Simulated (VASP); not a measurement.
# MgO (Fm-3m) in VASP: a series of runs, part 2 of 2

VASP 6.6.1.

## 4. Relaxation of cell and atoms, PBEsol, target pressure 2 GPa, at which the enthalpy is minimised

INCAR reads:

```
SYSTEM = MgO
PREC = Accurate ; ENCUT = 600
EDIFF = 1E-7 ; ISMEAR = 0
SIGMA = 0.01 ; LREAL = .False.
LASPH = .True. ; NELM = 120
ALGO = Normal ; ISIF = 3
LWAVE = .False. ; LCHARG = .False.
GGA = PS ; IBRION = 2
NSW = 80 ; EDIFFG = -0.001
PSTRESS = 20.0 ; GGA_COMPAT = .False.
NELMIN = 4
```

KPOINTS reads:

```
Automatic mesh
0
Gamma
  10 10 10
  0 0 0
```

POSCAR reads:

```
MgO
1.0
    0.0000000000      2.1070853429      2.1070853429
    2.1070853429      0.0000000000      2.1070853429
    2.1070853429      2.1070853429      0.0000000000
Mg O
1 1
Direct
    0.0000000000      0.0000000000      0.0000000000
    0.5000000000      0.5000000000      0.5000000000
```

Potentials or basis: VASP PAW PBE potentials, release 64 (Mg, O).

Started as:

```sh
> cat potpaw_PBE.64/Mg/POTCAR potpaw_PBE.64/O/POTCAR > POTCAR
> mpirun -np 1 vasp_std > vasp.out
```

OUTCAR:

```text
SYSTEM = MgO
   PREC = Accurate
   ENCUT = 600
   EDIFF = 1E-7
   ISMEAR = 0
   LREAL = .False.
   LASPH = .True.
   NELM = 120
   ISIF = 3
   GGA = PS
   IBRION = 2
   NSW = 80
   EDIFFG = -0.001
   PSTRESS = 20.0
   NELMIN = 4

 ion  position               nearest neighbor table
   1  0.000  0.000  0.000-   2 2.11   2 2.11   2 2.11   2 2.11   2 2.11   2 2.11
   2  0.500  0.500  0.500-   1 2.11   1 2.11   1 2.11   1 2.11   1 2.11   1 2.11

  LATTYP: Found a face centered cubic cell.
 ALAT       =     4.2141706858

  Lattice vectors:

 A1 = (   0.0000000000,   2.1070853429,   2.1070853429)
 A2 = (   2.1070853429,   0.0000000000,   2.1070853429)
 A3 = (   2.1070853429,   2.1070853429,   0.0000000000)

Analysis of symmetry for initial positions (statically):
=====================================================================
 Subroutine PRICEL returns:
 Original cell was already a primitive cell.

 Routine SETGRP: Setting up the symmetry group for a
 face centered cubic supercell.

 Subroutine GETGRP returns: Found 48 space group operations
 (whereof 48 operations were pure point group operations)
 out of a pool of 48 trial point group operations.

The static configuration has the point symmetry O_h .

Analysis of symmetry for dynamics (positions and initial velocities):
=====================================================================
 Subroutine PRICEL returns:
 Original cell was already a primitive cell.

 Routine SETGRP: Setting up the symmetry group for a
 face centered cubic supercell.

 Subroutine GETGRP returns: Found 48 space group operations
 (whereof 48 operations were pure point group operations)
 out of a pool of 48 trial point group operations.

The dynamic configuration has the point symmetry O_h .

 Subroutine INISYM returns: Found 48 space group operations
 (whereof 48 operations are pure point group operations),
 and found     1 'primitive' translations

----------------------------------------------------------------------------------------
[... 121 lines left out ...]
   IVDW    =     0    specifies the selected vdW correction
   LEPSILON=     F    determine dielectric tensor
   LRPA    =     F    only Hartree local field effects (RPA)
 conjugate gradient relaxation of ions
 non-spin polarized calculation
 Gauss-broadening in eV      SIGMA  =   0.01
  energy-cutoff  :      600.00
  volume of cell :       18.71
 maximum number of plane-waves:       636
   NGX = 11   NGY = 11   NGZ = 11

--------------------------------------- Ionic step        1  -------------------------------------------

 number of electron       8.0000005 magnetization

 Free energy of the ion-electron system (eV)
  ---------------------------------------------------
  ext. energy  EPLUGINS =         0.00000000
  ---------------------------------------------------
  free energy    TOTEN  =       -12.51544627 eV

  energy without entropy =      -12.51544627  energy(sigma->0) =      -12.51544627

------------------------ aborting loop because EDIFF is reached ----------------------------------------

  FORCE on cell =-STRESS in cart. coord.  units (eV):
  Direction    XX          YY          ZZ          XY          YZ          ZX
  --------------------------------------------------------------------------------------
  -------------------------------------------------------------------------------------
  Total       -0.0837832     -0.0837832     -0.0837832     -0.0000000      0.0000000     -0.0000000
  in kB       -7.1744949     -7.1744949     -7.1744949     -0.0000000      0.0000000     -0.0000000
  external PRESSURE =     -27.1744949 kB  Pullay stress =      20.0000000 kB
[... 63 lines left out ...]
--------------------------------------- Ionic step        3  -------------------------------------------

 number of electron       8.0000003 magnetization

 Free energy of the ion-electron system (eV)
  ---------------------------------------------------
  ext. energy  EPLUGINS =         0.00000000
  ---------------------------------------------------
  free energy    TOTEN  =       -12.51424550 eV

  energy without entropy =      -12.51424550  energy(sigma->0) =      -12.51424550

 E-fermi :   3.2912     XC(G=0): -11.3835

 val. band max:        3.1800483016   @ k =   0.0000   0.0000   0.0000
 cond. band min:       7.9638880021   @ k =   0.0000   0.0000   0.0000
 fundamental gap:      4.7838397004
 Fermi energy:         3.2912269817

 k-point     1 :       0.0000    0.0000    0.0000
  band No.  band energies     occupation
      1     -14.1043      2.00000
      2       3.1800      2.00000
      3       3.1800      2.00000
      4       3.1800      2.00000
      5       7.9639      0.00000
      6      18.8986      0.00000
      7      18.8986      0.00000
      8      18.8986      0.00000
[... 243 lines left out ...]
 k-point    24 :       0.4000    0.3000    0.0000
  band No.  band energies     occupation
      1     -12.8033      2.00000
      2      -0.4972      2.00000
      3       1.8346      2.00000
      4       2.0622      2.00000
      5      12.7790      0.00000
      6      13.2523      0.00000
      7      16.8219      0.00000
      8      21.4242      0.00000

 [... further k-points ...]
[... 5 lines left out ...]
  --------------------------------------------------------------------------------------
  -------------------------------------------------------------------------------------
  Total        0.2302763      0.2302763      0.2302763     -0.0000000      0.0000000     -0.0000000
  in kB       20.0505988     20.0505988     20.0505988     -0.0000000      0.0000000     -0.0000000
  external PRESSURE =       0.0505988 kB  Pullay stress =      20.0000000 kB
[... 21 lines left out ...]
  energy  without entropy=      -12.5142454972  energy(sigma->0) =      -12.51424550

  enthalpy is  TOTEN    =       -12.2845502882 eV   P V=        0.2296952090

 reached required accuracy - stopping structural energy minimisation
```

It took 13 s on 1 thread of Intel Xeon 6975P-C, shared host; peak memory 0.15 GiB.

What came out:

| Quantity | Value |
| --- | --- |
| Free energy | -12.5142 eV |
| Relaxed volume | 9.20 Å³/atom |
| Relaxed cell | a = 2.963 Å, b = 2.963 Å, c = 2.963 Å, α = 60.00°, β = 60.00°, γ = 60.00° |
| Space group after relaxing (to 0.05 Å) | Fm-3m (No. 225) |
| Energy change on relaxing (the enthalpy is what falls) | +0.6 meV/atom |
| Ionic steps | 3 |
| Pressure after relaxing | 2.0 GPa |
| Band gap on the k mesh | 4.78 eV, direct |

Step by step:
```tsv
step	energy change (eV)	largest force (eV/Å)	pressure (GPa)	volume (Å³)
1	0.0000	0.0000	-0.72	18.71
2	0.0031	0.0000	3.09	18.28
3	0.0012	0.0000	2.01	18.40
```

Final structure:
```
Mg O
1.0
     0.00000    2.09540    2.09540
     2.09540    0.00000    2.09540
     2.09540    2.09540    0.00000
Mg O
1 1
Direct
  0.00000 0.00000 0.00000
  0.50000 0.50000 0.50000
```

Levels at points of the mesh, in eV from the valence-band top:
| k point | band 2 | band 3 | band 4 | band 5 | band 6 | band 7 |
| --- | --- | --- | --- | --- | --- | --- |
| (0.00, 0.00, 0.00) | 0.00 | 0.00 | 0.00 | 4.78 | 15.72 | 15.72 |
| (0.50, 0.00, 0.00) | -4.75 | -0.68 | -0.68 | 7.84 | 12.67 | 16.33 |
| (0.50, 0.50, 0.00) | -4.21 | -1.39 | -1.39 | 8.94 | 10.04 | 13.13 |

Caveat: the cell is relaxed towards a set pressure, so the enthalpy falls and the energy may rise; the PAW data sets were made with another functional, which shifts forces and pressure a little. PBEsol gaps usually lie below the measured ones, often by a third to a half.

## 5. Relaxation of cell and atoms, PBEsol+D3(BJ), target pressure 2 GPa, at which the enthalpy is minimised

INCAR reads:

```
ALGO = Normal ; EDIFF = 1E-7
EDIFFG = -0.001 ; ENCUT = 600
GGA = PS ; GGA_COMPAT = F
IBRION = 2 ; ISIF = 3
ISMEAR = -5 ; IVDW = 12
LASPH = T ; LCHARG = F
LREAL = F ; LWAVE = F
NELM = 120 ; NELMIN = 4
NSW = 80 ; PREC = Accurate
PSTRESS = 20.0 ; SIGMA = 0.05
```

KPOINTS reads:

```
k-points
0
Gamma
  10 10 10
```

POSCAR is that of step 4.

Started as:

```sh
> cat potpaw_PBE.64/Mg/POTCAR potpaw_PBE.64/O/POTCAR > POTCAR
> mpirun -np 1 vasp_std > vasp.out
```

Run time: 14 s. Hardware: 1 thread of Intel Xeon 6975P-C, shared host; peak memory 0.16 GiB.

The run converged. Its results:

- Free energy: -13.0219 eV
- Relaxed volume: 8.96 Å³/atom
- Relaxed cell: a = 2.937 Å, b = 2.937 Å, c = 2.937 Å, α = 60.00°, β = 60.00°, γ = 60.00°
- Space group after relaxing (to 0.05 Å): Fm-3m (No. 225)
- Energy change on relaxing (the enthalpy is what falls): -4.2 meV/atom
- Ionic steps: 3
- Pressure after relaxing: 2.0 GPa
- Band gap on the k mesh: 5.05 eV, direct
- Dispersion energy per atom: -0.260 eV

The path:
```csv
step,energy change (eV),largest force (eV/Å),pressure (GPa),volume (Å³)
1,0.0000,0.0000,-5.09,18.71
2,-0.0015,0.0000,5.20,17.61
3,-0.0083,0.0000,2.01,17.92
```

Final structure:
```
CELL_PARAMETERS angstrom
0.00000 2.07687 2.07687
2.07687 0.00000 2.07687
2.07687 2.07687 0.00000
ATOMIC_POSITIONS crystal
Mg 0.00000 0.00000 0.00000
O 0.50000 0.50000 0.50000
```

Levels at points of the mesh, in eV from the valence-band top:
| k point | band 1 | band 2 | band 3 | band 4 | band 5 | band 6 | band 7 | band 8 |
| --- | --- | --- | --- | --- | --- | --- | --- | --- |
| (0.00, 0.00, 0.00) | -17.43 | 0.00 | 0.00 | 0.00 | 5.05 | 15.87 | 15.87 | 15.87 |
| (0.50, 0.00, 0.00) | -16.00 | -4.87 | -0.71 | -0.71 | 8.01 | 12.98 | 16.61 | 16.61 |
| (0.50, 0.50, 0.00) | -15.72 | -4.32 | -1.43 | -1.43 | 8.97 | 10.34 | 13.42 | 19.49 |

Caveat: the cell is relaxed towards a set pressure, so the enthalpy falls and the energy may rise; the PAW data sets were made with another functional, which shifts forces and pressure a little.

## 6. The runs side by side

| task | level | cell | smearing | gap on the mesh (eV) | pressure (GPa) |
| --- | --- | --- | --- | --- | --- |
| single point | PBEsol | a = 2.980 Å, angles 60.0°, 2 atoms | fermi-dirac 0.05 eV | 4.62 | -0.7 |
| single point | PBEsol | a = 2.968 Å, angles 60.0°, 2 atoms | gaussian 0.01 eV | 4.74 | 1.3 |
| relaxation of cell and atoms | PBEsol | relaxed to 2 GPa from a = 2.980 Å, angles 60.0°, 2 atoms | gaussian 0.01 eV | 4.78 | 2.0 |
| relaxation of cell and atoms | PBEsol+D3(BJ) | relaxed to 2 GPa from a = 2.980 Å, angles 60.0°, 2 atoms | tetrahedron | 5.05 | 2.0 |

Alike in all rows: potentials or basis VASP PAW PBE potentials, release 64 (Mg, O); no spin polarisation; k mesh 10 × 10 × 10; cutoff (eV) 600.

Caveats: the PAW data sets were made with another functional, which shifts forces and pressure a little; the cell is relaxed towards a set pressure, so the enthalpy falls and the energy may rise (some runs).

Total energies depend on the potentials used, so only differences within one code and one set of settings carry meaning.

## 7. Comparison with measurements

Step 2. Against the measured gap of MgO, 7.83 eV (quoted in “Electronic structure of alkaline earth and post-transition metal oxides”, 2009, arxiv:0908.1581), the calculated 4.62 eV is off by -3.21 eV. The value is that of PBEsol, without temperature or zero-point motion. Semilocal functionals fall short of measured gaps as a rule.
